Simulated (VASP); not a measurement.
# TaAl5 (P4/mmm) in VASP: further runs, part 2 of 3

VASP 6.6.1.

### Step 3. Single point, PBE

This run uses another cell than the first one, of 34.46 Å³/atom, 1.903 times its volume.

The input, INCAR:

```
PREC = Accurate
ENCUT = 520
EDIFF = 1E-7
ISMEAR = 0
SIGMA = 0.1
LREAL = F
LASPH = T
NELM = 60
ALGO = Normal
ISIF = 2
LWAVE = F
LCHARG = F
GGA = PE
NBANDS = 22
```

The input, KPOINTS:

```
regular mesh
0
Gamma
  4 4 4
```

The input, POSCAR:

```
TaAl5
1.0
    6.3234568157      0.0000000000      0.0000000000
    0.0000000000      6.3234568157      0.0000000000
    0.0000000000      0.0000000000      5.1702382210
Ta Al
1 5
Direct
    0.0000000000      0.0000000000      0.5000000000
    0.7160536422      0.7160536422      0.5000000000
    0.2839463578      0.2839463578      0.5000000000
    0.2839463578      0.7160536422      0.5000000000
    0.7160536422      0.2839463578      0.5000000000
    0.0000000000      0.0000000000      0.0000000000
```

Potentials or basis: VASP PAW PBE potentials, release 64 (Ta_pv, Al).

Launch:

```console
cat potpaw_PBE.64/Ta_pv/POTCAR potpaw_PBE.64/Al/POTCAR > POTCAR
mpirun -np 1 vasp_std > vasp.out
```

OUTCAR:

```text
PREC = Accurate
   ENCUT = 520
   EDIFF = 1E-7
   ISMEAR = 0
   LREAL = F
   LASPH = T
   NELM = 60
   ISIF = 2
   GGA = PE

 ion  position               nearest neighbor table
   1  0.000  0.000  0.500-   2 2.54   3 2.54   4 2.54   5 2.54   6 2.59   6 2.59
   2  0.716  0.716  0.500-   1 2.54   4 2.73   5 2.73
   3  0.284  0.284  0.500-   1 2.54   4 2.73   5 2.73
   4  0.284  0.716  0.500-   1 2.54   2 2.73   3 2.73
   5  0.716  0.284  0.500-   1 2.54   2 2.73   3 2.73
   6  0.000  0.000  0.000-   1 2.59   1 2.59

  LATTYP: Found a simple tetragonal cell.
 ALAT       =     6.3234568157
 C/A-ratio  =     0.8176284541

  Lattice vectors:

 A1 = (   6.3234568157,   0.0000000000,   0.0000000000)
 A2 = (   0.0000000000,   6.3234568157,   0.0000000000)
 A3 = (   0.0000000000,   0.0000000000,   5.1702382210)

Analysis of symmetry for initial positions (statically):
=====================================================================
 Subroutine PRICEL returns:
 Original cell was already a primitive cell.

 Routine SETGRP: Setting up the symmetry group for a
 simple tetragonal supercell.

 Subroutine GETGRP returns: Found 16 space group operations
 (whereof 16 operations were pure point group operations)
 out of a pool of 16 trial point group operations.

The static configuration has the point symmetry D_4h.

Analysis of symmetry for dynamics (positions and initial velocities):
=====================================================================
 Subroutine PRICEL returns:
 Original cell was already a primitive cell.

 Routine SETGRP: Setting up the symmetry group for a
 simple tetragonal supercell.

 Subroutine GETGRP returns: Found 16 space group operations
 (whereof 16 operations were pure point group operations)
 out of a pool of 16 trial point group operations.

The dynamic configuration has the point symmetry D_4h.

 Subroutine INISYM returns: Found 16 space group operations
 (whereof 16 operations are pure point group operations),
 and found     1 'primitive' translations

----------------------------------------------------------------------------------------

                                     Primitive cell

  volume of cell :     206.7377

  direct lattice vectors                    reciprocal lattice vectors
     6.323456816  0.000000000  0.000000000     0.158141350  0.000000000  0.000000000
     0.000000000  6.323456816  0.000000000     0.000000000  0.158141350  0.000000000
     0.000000000  0.000000000  5.170238221     0.000000000  0.000000000  0.193414686

  length of vectors
     6.323456816  6.323456816  5.170238221     0.158141350  0.158141350  0.193414686

  position of ions in fractional coordinates (direct lattice)
     0.000000000  0.000000000  0.500000000
     0.716053642  0.716053642  0.500000000
     0.283946358  0.283946358  0.500000000
     0.283946358  0.716053642  0.500000000
     0.716053642  0.283946358  0.500000000
     0.000000000  0.000000000  0.000000000

  ion indices of the primitive-cell ions
   primitive index   ion index
                 1           1
                 2           2
                 3           3
[... 27 lines left out ...]

 Found     18 irreducible k-points:

 Following reciprocal coordinates:
            Coordinates               Weight
  0.000000  0.000000  0.000000      1.000000
  0.250000  0.000000  0.000000      4.000000
  0.500000  0.000000  0.000000      2.000000
  0.250000  0.250000  0.000000      4.000000
  0.500000  0.250000  0.000000      4.000000
  0.500000  0.500000  0.000000      1.000000
[... 10 lines left out ...]
  0.500000  0.250000  0.500000      4.000000
  0.500000  0.500000  0.500000      1.000000
   k-points           NKPTS =     18   k-points in BZ     NKDIM =     18   number of bands    NBANDS=     22
   number of dos      NEDOS =    301   number of ions     NIONS =      6
   total plane-waves  NPLWV =  92160
   dimension x,y,z NGX =    48 NGY =   48 NGZ =   40
   dimension x,y,z NGXF=    96 NGYF=   96 NGZF=   80
   ions per type =               1   5
   NGX,Y,Z   is equivalent  to a cutoff of  12.62, 12.62, 12.86 a.u.
   NGXF,Y,Z  is equivalent  to a cutoff of  25.24, 25.24, 25.72 a.u.
 SYSTEM =  unknown system
   PREC   = accura    normal or accurate (medium, high low for compatibility)
   ISTART =      0    job   : 0-new  1-cont  2-samecut
   ICHARG =      2    charge: 1-file 2-atom 10-const
   ISPIN  =      1    spin polarized calculation?
   LNONCOLLINEAR =      F non collinear calculations
   LSORBIT =      F    spin-orbit coupling
   LASPH  =      T    aspherical Exc in radial PAW
   ENCUT  =  520.0 eV  38.22 Ry    6.18 a.u.  11.76 11.76  9.61*2*pi/ulx,y,z
   NELM   =     60;   NELMIN=  2; NELMDL= -5     # of ELM steps
   EDIFF  = 0.1E-06   stopping-criterion for ELM
   LREAL  =      F    real-space projection
   EDIFFG = 0.1E-05   stopping-criterion for IOM
   NSW    =      0    number of steps for IOM
   IBRION =     -1    ionic relax: 0-MD 1-quasi-New 2-CG
   NFREE  =      0    steps in history (QN), initial steepest desc. (CG)
   ISIF   =      2    stress and relaxation
   ISYM   =      2    0-nonsym 1-usesym 2-fastsym
   POTIM  = 0.5000    time-step for ionic-motion
   TEBEG  =    0.0;   TEEND  =   0.0 temperature during run
   PSTRESS=    0.0 pullay stress
   NELECT =      26.0000    total number of electrons
   NUPDOWN=      -1.0000    fix difference up-down
   EMIN   =  10.00;   EMAX   =-10.00  energy-range for DOS
   EFERMI =   0.00;   METHOD = LEGACY
   ISMEAR =     0;   SIGMA  =   0.10  broadening in eV -4-tet -1-fermi 0-gaus
   EFERMI_NEDOS =   21; number of points for ismear=-14 and -15
   IALGO  =     38    algorithm
   IMIX   =      4    mixing-type and parameters
     AMIX     =   0.40;   BMIX     =  1.00
     AMIX_MAG =   1.60;   BMIX_MAG =  1.00
  volume/ion in A,a.u.               =      34.46       232.52
  Fermi-wavevector in a.u.,A,eV,Ry     =   0.820212  1.549976  9.153286  0.672748
  Thomas-Fermi vector in A             =   1.931154
   LORBIT       =      0    0 simple, 1 ext, 2 COOP (PROOUT), +10 PAW based schemes
   GGA     = PE    functional components
   LHFCALC =     F    Hartree Fock is set to
   AEXX    =    0.0000 exact exchange contribution
   IVDW    =     0    specifies the selected vdW correction
   LEPSILON=     F    determine dielectric tensor
   LRPA    =     F    only Hartree local field effects (RPA)
 non-spin polarized calculation
 Gauss-broadening in eV      SIGMA  =   0.10
  energy-cutoff  :      520.00
  volume of cell :      206.74
 maximum number of plane-waves:      5588
 NGX is ok and might be reduce to    48
   NGX = 23   NGY = 23   NGZ = 19

 number of electron      26.0000000 magnetization

 Free energy of the ion-electron system (eV)
  ---------------------------------------------------
  ext. energy  EPLUGINS =         0.00000000
  ---------------------------------------------------
  free energy    TOTEN  =       -23.97776461 eV

  energy without entropy =      -23.94176364  energy(sigma->0) =      -23.95976412

 E-fermi :   1.3551     XC(G=0):  -7.3902

 val. band max:        1.3484122254   @ k =   0.5000   0.0000   0.2500
 cond. band min:       1.3553757682   @ k =   0.5000   0.5000   0.0000
 fundamental gap:      0.0069635429
 Fermi energy:         1.3551053127

 k-point     1 :       0.0000    0.0000    0.0000
  band No.  band energies     occupation
      1     -31.9989      2.00000
      2     -31.9989      2.00000
      3     -31.8742      2.00000
      4      -5.7023      2.00000
      5      -3.0971      2.00000
      6      -2.2064      2.00000
[... 439 lines left out ...]
     21       5.2110      0.00000
     22       5.6608      0.00000

------------------------ aborting loop because EDIFF is reached ----------------------------------------

  FORCE on cell =-STRESS in cart. coord.  units (eV):
  Direction    XX          YY          ZZ          XY          YZ          ZX
  --------------------------------------------------------------------------------------
  -------------------------------------------------------------------------------------
  Total       -0.0277752     -0.0277752     -0.0340511      0.0000000      0.0000000      0.0000000
  in kB       -0.2152525     -0.2152525     -0.2638898      0.0000000      0.0000000      0.0000000
  external PRESSURE =      -0.2314649 kB  Pullay stress =       0.0000000 kB

 VOLUME and BASIS-vectors are now :
 -----------------------------------------------------------------------------
  energy-cutoff  :      520.00
  volume of cell :      206.74
      direct lattice vectors                 reciprocal lattice vectors
     6.323456816  0.000000000  0.000000000     0.158141350  0.000000000  0.000000000
     0.000000000  6.323456816  0.000000000     0.000000000  0.158141350  0.000000000
     0.000000000  0.000000000  5.170238221     0.000000000  0.000000000  0.193414686

 POSITION                                       TOTAL-FORCE (eV/Angst)
 -----------------------------------------------------------------------------------
      0.00000      0.00000      2.58512         0.000000      0.000000     -0.000000
      4.52793      4.52793      2.58512        -0.003085     -0.003085      0.000000
      1.79552      1.79552      2.58512         0.003085      0.003085     -0.000000
      1.79552      4.52793      2.58512         0.003085     -0.003085     -0.000000
      4.52793      1.79552      2.58512        -0.003085      0.003085      0.000000
      0.00000      0.00000      0.00000         0.000000      0.000000     -0.000000
 -----------------------------------------------------------------------------------
    total drift:                               -0.000000     -0.000000     -0.000000

  FREE ENERGIE OF THE ION-ELECTRON SYSTEM (eV)
  ---------------------------------------------------
  free  energy   TOTEN  =       -23.9777646056 eV

  energy  without entropy=      -23.9417636394  energy(sigma->0) =      -23.95976412
```

stdout:

```text
POSCAR found type information on POSCAR TaAl
 POSCAR found :  2 types and       6 ions
 scaLAPACK will be used
 LDA part: xc-table for (Slater+PW92), standard interpolation
 POSCAR, INCAR and KPOINTS ok, starting setup
 FFT: planning ... GRIDC
 FFT: planning ... GRID_SOFT
 FFT: planning ... GRID
 WAVECAR not read
 entering main loop
```

It took 68 s on 1 thread of AMD EPYC 9R45 (Zen 5), shared host; peak memory 0.29 GiB.

Results:

* Free energy: -23.9778 eV
* Pressure: 0.0 GPa
* Largest force: 0.004 eV/Å
* Band gap on the k mesh: zero (band 13 reaches 1.98 eV, above the bottom of band 14 at 1.22 eV)

Forces in eV/Å, atoms in the order of the input:
```
Ta   0.000  0.000  0.000
Al  -0.003 -0.003  0.000
Al   0.003  0.003  0.000
Al   0.003 -0.003  0.000
Al  -0.003  0.003  0.000
Al   0.000  0.000  0.000
```

Levels at points of the mesh, in eV from the Fermi level:
| k point | band 9 | band 10 | band 11 | band 12 | band 13 | band 14 | band 15 | band 16 | band 17 | band 18 |
| --- | --- | --- | --- | --- | --- | --- | --- | --- | --- | --- |
| (0.00, 0.00, 0.00) | -2.10 | -1.99 | -0.41 | 0.13 | 0.13 | 0.18 | 0.18 | 2.25 | 2.54 | 3.04 |
| (0.50, 0.00, 0.00) | -1.48 | -1.18 | -0.40 | -0.03 | 0.23 | 0.24 | 0.43 | 0.86 | 2.05 | 2.87 |
| (0.50, 0.50, 0.00) | -1.14 | -0.09 | -0.09 | 0.00 | 0.62 | 1.06 | 1.17 | 1.17 | 1.29 | 3.46 |
| (0.00, 0.00, 0.50) | -2.17 | -1.96 | -0.99 | -0.99 | -0.68 | 0.06 | 0.70 | 0.70 | 2.30 | 3.12 |
| (0.50, 0.00, 0.50) | -1.72 | -1.65 | -1.15 | -0.85 | -0.56 | 0.02 | 0.54 | 1.14 | 1.23 | 1.83 |
| (0.50, 0.50, 0.50) | -1.33 | -1.33 | -1.08 | -0.77 | -0.21 | 0.07 | 1.38 | 2.02 | 2.02 | 2.85 |

Caveat: spin-orbit coupling is left out, which moves the levels of the heavy elements.

(Continued in part 3 of 3.)
